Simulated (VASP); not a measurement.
# MgS (P6_3mc) in VASP: single point with HSE06

Aim: the single point of MgS with HSE06.

Everything below comes from runs of VASP 6.6.1. Logs are shortened: lines on timing, memory, paths and dates and some standing lists are left out, and cuts for length are marked.

### Step 1. The cell of the first run

Symmetry: P6_3mc, No. 186, hexagonal system. Conventional cell: a = 4.056 Å, b = 4.056 Å, c = 6.488 Å, α = 90.00°, β = 90.00°, γ = 120.00°. Mg (site symmetry 3m) has 4 S at 2.46 to 2.47 Å within 3.3 Å. S (site symmetry 3m) has 4 Mg at 2.46 to 2.47 Å within 3.3 Å.

### Step 2. Single point, HSE06

Contents of POSCAR:

```
MgS
1.0
    4.0556638705      0.0000000000      0.0000000000
   -2.0278319352      3.5123079410      0.0000000000
    0.0000000000      0.0000000000      6.4875351654
Mg S
2 2
Direct
    0.6666666667      0.3333333333      0.4968125312
    0.3333333333      0.6666666667      0.9968125312
    0.3333333333      0.6666666667      0.3781864588
    0.6666666667      0.3333333333      0.8781864588
```

Contents of INCAR.step1:

```
SYSTEM = MgS
ALGO     = Normal         ! electronic algorithm
EDIFF    = 1E-5           ! SCF threshold, eV
ENCUT    = 520            ! plane-wave cutoff, eV
GGA      = PE             ! functional
ISIF     = 2              ! what is computed and relaxed
ISMEAR   = 0              ! smearing method
LASPH    = .True.         ! aspherical terms in the spheres
LCHARG   = .False.        ! write CHGCAR
LREAL    = .False.        ! projectors in reciprocal space
LWAVE    = .True.         ! write WAVECAR
NBANDS   = 16             ! bands
NELM     = 80             ! most SCF steps
PREC     = Accurate       ! precision mode
SIGMA    = 0.02           ! smearing width, eV
```

Contents of INCAR.step2:

```
SYSTEM = MgS
ALGO     = Normal         ! electronic algorithm
EDIFF    = 1E-6           ! SCF threshold, eV
ENCUT    = 520            ! plane-wave cutoff, eV
GGA      = PE             ! functional
HFSCREEN = 0.2079         ! screening, 1/A
ISIF     = 2              ! what is computed and relaxed
ISMEAR   = 0              ! smearing method
ISTART   = 1            
LASPH    = .True.         ! aspherical terms in the spheres
LCHARG   = .False.        ! write CHGCAR
LHFCALC  = .True.         ! exact exchange
LREAL    = .False.        ! projectors in reciprocal space
LWAVE    = .False.        ! write WAVECAR
NBANDS   = 16             ! bands
NELM     = 80             ! most SCF steps
PREC     = Accurate       ! precision mode
PRECFOCK = Normal       
SIGMA    = 0.02           ! smearing width, eV
```

Contents of KPOINTS:

```
k-points
0
Gamma
  6 6 4
  0 0 0
```

Potentials or basis: VASP PAW PBE potentials, release 64 (Mg, S).

The run is started by

```
$ cat potpaw_PBE.64/Mg/POTCAR potpaw_PBE.64/S/POTCAR > POTCAR
$ cp INCAR.step1 INCAR
$ mpirun -np 1 vasp_std > vasp.out
$ cp INCAR.step2 INCAR
$ mpirun -np 1 vasp_std > vasp.out
```

OUTCAR:

```text
SYSTEM = MgS
   EDIFF = 1E-6
   ENCUT = 520
   GGA = PE
   HFSCREEN = 0.2079
   ISIF = 2
   ISMEAR = 0
   ISTART = 1
   LASPH = .True.
   LHFCALC = .True.
   LREAL = .False.
   NELM = 80
   PREC = Accurate
   PRECFOCK = Normal

 ion  position               nearest neighbor table
   1  0.667  0.333  0.497-   3 2.46   3 2.46   3 2.46   4 2.47
   2  0.333  0.667  0.997-   4 2.46   4 2.46   4 2.46   3 2.47
   3  0.333  0.667  0.378-   1 2.46   1 2.46   1 2.46   2 2.47
   4  0.667  0.333  0.878-   2 2.46   2 2.46   2 2.46   1 2.47

  LATTYP: Found a hexagonal cell.
 ALAT       =     4.0556638705
 C/A-ratio  =     1.5996234828

  Lattice vectors:

 A1 = (   4.0556638705,   0.0000000000,   0.0000000000)
 A2 = (  -2.0278319352,   3.5123079410,   0.0000000000)
 A3 = (   0.0000000000,   0.0000000000,   6.4875351654)

Analysis of symmetry for initial positions (statically):
=====================================================================
 Subroutine PRICEL returns:
 Original cell was already a primitive cell.

 Routine SETGRP: Setting up the symmetry group for a
 hexagonal supercell.

 Subroutine GETGRP returns: Found 12 space group operations
 (whereof  6 operations were pure point group operations)
 out of a pool of 24 trial point group operations.

The static configuration has the point symmetry C_3v.
 The point group associated with its full space group is C_6v.

Analysis of symmetry for dynamics (positions and initial velocities):
=====================================================================
 Subroutine PRICEL returns:
 Original cell was already a primitive cell.

 Routine SETGRP: Setting up the symmetry group for a
 hexagonal supercell.

 Subroutine GETGRP returns: Found 12 space group operations
 (whereof  6 operations were pure point group operations)
 out of a pool of 24 trial point group operations.

The dynamic configuration has the point symmetry C_3v.
 The point group associated with its full space group is C_6v.

 Subroutine INISYM returns: Found 12 space group operations
 (whereof  6 operations are pure point group operations),
 and found     1 'primitive' translations

----------------------------------------------------------------------------------------

                                     Primitive cell

  volume of cell :      92.4133

  direct lattice vectors                    reciprocal lattice vectors
     4.055663871  0.000000000  0.000000000     0.246568757  0.142356538  0.000000000
    -2.027831935  3.512307941  0.000000000     0.000000000  0.284713077  0.000000000
     0.000000000  0.000000000  6.487535165     0.000000000  0.000000000  0.154141746

  length of vectors
     4.055663871  4.055663870  6.487535165     0.284713077  0.284713077  0.154141746

  position of ions in fractional coordinates (direct lattice)
     0.666666667  0.333333333  0.496812531
     0.333333333  0.666666667  0.996812531
     0.333333333  0.666666667  0.378186459
     0.666666667  0.333333333  0.878186459

  ion indices of the primitive-cell ions
   primitive index   ion index
                 1           1
                 2           2
                 3           3
                 4           4

----------------------------------------------------------------------------------------

 KPOINTS: k-points

Automatic generation of k-mesh.
 Grid dimensions read from file:
 generate k-points for:    6    6    4

 Generating k-lattice:

  Cartesian coordinates                     Fractional coordinates (reciprocal lattice)
     0.041094793  0.023726090  0.000000000     0.166666667  0.000000000  0.000000000
     0.000000000  0.047452179  0.000000000     0.000000000  0.166666667  0.000000000
     0.000000000  0.000000000  0.038535437     0.000000000  0.000000000  0.250000000

  Length of vectors
     0.047452179  0.047452179  0.038535437

  Shift w.r.t. Gamma in fractional coordinates (k-lattice)
     0.000000000  0.000000000  0.000000000

 Subroutine IBZKPT returns following result:
 ===========================================

 Found     21 irreducible k-points:

 Following reciprocal coordinates:
            Coordinates               Weight
  0.000000  0.000000  0.000000      1.000000
  0.166667  0.000000  0.000000      6.000000
  0.333333  0.000000  0.000000      6.000000
  0.500000  0.000000  0.000000      3.000000
  0.166667  0.166667  0.000000      6.000000
  0.333333  0.166667  0.000000     12.000000
[... 13 lines left out ...]
  0.333333  0.166667  0.500000     12.000000
  0.333333  0.333333  0.500000      2.000000
   k-points           NKPTS =     21   k-points in BZ     NKDIM =    144   number of bands    NBANDS=     16
   number of dos      NEDOS =    301   number of ions     NIONS =      4
   total plane-waves  NPLWV =  43200
   dimension x,y,z NGX =    30 NGY =   30 NGZ =   48
   dimension x,y,z NGXF=    60 NGYF=   60 NGZF=   96
   ions per type =               2   2
   NGX,Y,Z   is equivalent  to a cutoff of  12.30, 12.30, 12.30 a.u.
   NGXF,Y,Z  is equivalent  to a cutoff of  24.59, 24.59, 24.60 a.u.
 SYSTEM =  MgS
   PREC   = accura    normal or accurate (medium, high low for compatibility)
   ISTART =      1    job   : 0-new  1-cont  2-samecut
   ICHARG =      0    charge: 1-file 2-atom 10-const
   ISPIN  =      1    spin polarized calculation?
   LNONCOLLINEAR =      F non collinear calculations
   LSORBIT =      F    spin-orbit coupling
   LASPH  =      T    aspherical Exc in radial PAW
   ENCUT  =  520.0 eV  38.22 Ry    6.18 a.u.   7.54  7.54 12.06*2*pi/ulx,y,z
   NELM   =     80;   NELMIN=  2; NELMDL=  0     # of ELM steps
   EDIFF  = 0.1E-05   stopping-criterion for ELM
   LREAL  =      F    real-space projection
   EDIFFG = 0.1E-04   stopping-criterion for IOM
   NSW    =      0    number of steps for IOM
   IBRION =     -1    ionic relax: 0-MD 1-quasi-New 2-CG
   NFREE  =      0    steps in history (QN), initial steepest desc. (CG)
   ISIF   =      2    stress and relaxation
   ISYM   =      3    0-nonsym 1-usesym 2-fastsym
   POTIM  = 0.5000    time-step for ionic-motion
   TEBEG  =    0.0;   TEEND  =   0.0 temperature during run
   PSTRESS=    0.0 pullay stress
   NELECT =      16.0000    total number of electrons
   NUPDOWN=      -1.0000    fix difference up-down
   EMIN   =  10.00;   EMAX   =-10.00  energy-range for DOS
   EFERMI =   0.00;   METHOD = LEGACY
   ISMEAR =     0;   SIGMA  =   0.02  broadening in eV -4-tet -1-fermi 0-gaus
   EFERMI_NEDOS =   21; number of points for ismear=-14 and -15
   IALGO  =     38    algorithm
   IMIX   =      1    mixing-type and parameters
     AMIX     =   0.40;   BMIX     =  1.00
     AMIX_MAG =   1.60;   BMIX_MAG =  1.00
  volume/ion in A,a.u.               =      23.10       155.91
  Fermi-wavevector in a.u.,A,eV,Ry     =   0.912438  1.724258 11.327439  0.832543
  Thomas-Fermi vector in A             =   2.036834
   LORBIT       =      0    0 simple, 1 ext, 2 COOP (PROOUT), +10 PAW based schemes
   GGA     = PE    functional components
   LHFCALC =     T    Hartree Fock is set to
   PRECFOCK=normal    Normal, Fast or Accurate (Low or Medium for compatibility)
   ENCUT4O =  -1.0   cutoff for four orbital integrals eV
   NKREDX  =     1    reduce k-point grid by
   NKREDY  =     1    reduce k-point grid by
   NKREDZ  =     1    reduce k-point grid by
   AEXX    =    0.2500 exact exchange contribution
   HFSCREEN=    0.2079 screening length (either q_TF or 0.3 A-1)
   HFSCREENC=   0.2079 screening length for correlation (either q_TF or 0.3 A-1)
   ENCUTFOCK=  -1.0 apply spherical cutoff to Coloumb kernel
   IVDW    =     0    specifies the selected vdW correction
   LEPSILON=     F    determine dielectric tensor
   LRPA    =     F    only Hartree local field effects (RPA)
 non-spin polarized calculation
 Gauss-broadening in eV      SIGMA  =   0.02
  energy-cutoff  :      520.00
  volume of cell :       92.41
 maximum number of plane-waves:      2503
  NGX = 24; NGY = 24; NGZ = 40

 number of electron      16.0000002 magnetization

 Free energy of the ion-electron system (eV)
  ---------------------------------------------------
  ext. energy  EPLUGINS =         0.00000000
  ---------------------------------------------------
  free energy    TOTEN  =       -19.72274688 eV

  energy without entropy =      -19.72274688  energy(sigma->0) =      -19.72274688

 E-fermi :   0.4574     XC(G=0):  -6.9563

 val. band max:        0.3299638158   @ k =   0.0000   0.0000   0.0000
 cond. band min:       4.7390800166   @ k =   0.0000   0.0000   0.0000
 fundamental gap:      4.4091162008
 Fermi energy:         0.4573866950

 k-point     1 :       0.0000    0.0000    0.0000
  band No.  band energies     occupation
      1     -12.1510      2.00000
      2     -11.3841      2.00000
      3      -3.0806      2.00000
      4      -0.2482      2.00000
      5      -0.2482      2.00000
      6       0.2007      2.00000
[... 8 lines left out ...]
     15      10.0721      0.00000
     16      10.6310      0.00000

 k-point     2 :       0.1667    0.0000    0.0000
  band No.  band energies     occupation
      1     -12.0098      2.00000
      2     -11.3162      2.00000
      3      -2.8515      2.00000
      4      -1.0333      2.00000
      5      -0.6050      2.00000
      6      -0.4641      2.00000
[... 8 lines left out ...]
     15      10.1927      0.00000
     16      10.2842      0.00000

 k-point     3 :       0.3333    0.0000    0.0000
  band No.  band energies     occupation
      1     -11.6748      2.00000
      2     -11.2025      2.00000
      3      -2.4052      2.00000
      4      -2.1171      2.00000
      5      -1.7334      2.00000
      6      -0.8125      2.00000
[... 8 lines left out ...]
     15      10.1746      0.00000
     16      11.7562      0.00000

 k-point     4 :       0.5000    0.0000    0.0000
  band No.  band energies     occupation
      1     -11.4449      2.00000
      2     -11.1903      2.00000
      3      -2.8354      2.00000
      4      -2.2414      2.00000
      5      -1.6496      2.00000
      6      -0.9625      2.00000
[... 8 lines left out ...]
     15      10.6052      0.00000
     16      12.6788      0.00000
[... 267 lines left out ...]
 k-point    19 :       0.1667    0.1667    0.5000
  band No.  band energies     occupation
      1     -11.5093      2.00000
      2     -11.5093      2.00000
      3      -2.2466      2.00000
      4      -2.2466      2.00000
      5      -0.7335      2.00000
      6      -0.7335      2.00000
[... 8 lines left out ...]
     15      10.4652      0.00000
     16      10.4652      0.00000

 k-point    20 :       0.3333    0.1667    0.5000
  band No.  band energies     occupation
      1     -11.3170      2.00000
      2     -11.3170      2.00000
      3      -2.7351      2.00000
      4      -2.7351      2.00000
      5      -1.1557      2.00000
      6      -1.1557      2.00000
[... 8 lines left out ...]
     15      10.9599      0.00000
     16      10.9599      0.00000

 k-point    21 :       0.3333    0.3333    0.5000
  band No.  band energies     occupation
      1     -11.2509      2.00000
      2     -11.2509      2.00000
      3      -2.6175      2.00000
      4      -2.6175      2.00000
      5      -1.7378      2.00000
      6      -1.7378      2.00000
[... 8 lines left out ...]
     15      10.8630      0.00000
     16      10.8630      0.00000

------------------------ aborting loop because EDIFF is reached ----------------------------------------

  FORCE on cell =-STRESS in cart. coord.  units (eV):
  Direction    XX          YY          ZZ          XY          YZ          ZX
  --------------------------------------------------------------------------------------
  -------------------------------------------------------------------------------------
  Total       -0.7057840     -0.7057840     -0.6951405     -0.0000000      0.0000000      0.0000000
  in kB      -12.2362443    -12.2362443    -12.0517164     -0.0000000      0.0000000      0.0000000
  external PRESSURE =     -12.1747350 kB  Pullay stress =       0.0000000 kB

 VOLUME and BASIS-vectors are now :
 -----------------------------------------------------------------------------
  energy-cutoff  :      520.00
  volume of cell :       92.41
      direct lattice vectors                 reciprocal lattice vectors
     4.055663871  0.000000000  0.000000000     0.246568757  0.142356538  0.000000000
    -2.027831935  3.512307941  0.000000000     0.000000000  0.284713077  0.000000000
     0.000000000  0.000000000  6.487535165     0.000000000  0.000000000  0.154141746

 POSITION                                       TOTAL-FORCE (eV/Angst)
 -----------------------------------------------------------------------------------
      2.02783      1.17077      3.22309         0.000000     -0.000000      0.011824
     -0.00000      2.34154      6.46686         0.000000      0.000000      0.011824
     -0.00000      2.34154      2.45350        -0.000000     -0.000000     -0.011824
      2.02783      1.17077      5.69727         0.000000     -0.000000     -0.011824
 -----------------------------------------------------------------------------------
    total drift:                                0.000000     -0.000000     -0.000351

  FREE ENERGIE OF THE ION-ELECTRON SYSTEM (eV)
  ---------------------------------------------------
  free  energy   TOTEN  =       -19.7227468774 eV

  energy  without entropy=      -19.7227468774  energy(sigma->0) =      -19.72274688
```

Run time: 55 min. Hardware: 1 thread of Intel Xeon Platinum 8259CL at 2.50GHz (Skylake/Cascade Lake), shared host; peak memory 0.35 GiB.

What came out:

```
Free energy            : -19.7227 eV
Pressure               : -1.2 GPa
Largest force          : 0.012 eV/Å
Band gap on the k mesh : 4.41 eV
```

Forces in eV/Å, atoms in the order of the input:
```
Mg   0.000  0.000  0.012
Mg   0.000  0.000  0.012
S    0.000  0.000 -0.012
S    0.000  0.000 -0.012
```

Caveat: the PAW data sets were made with another functional, which shifts forces and pressure a little.
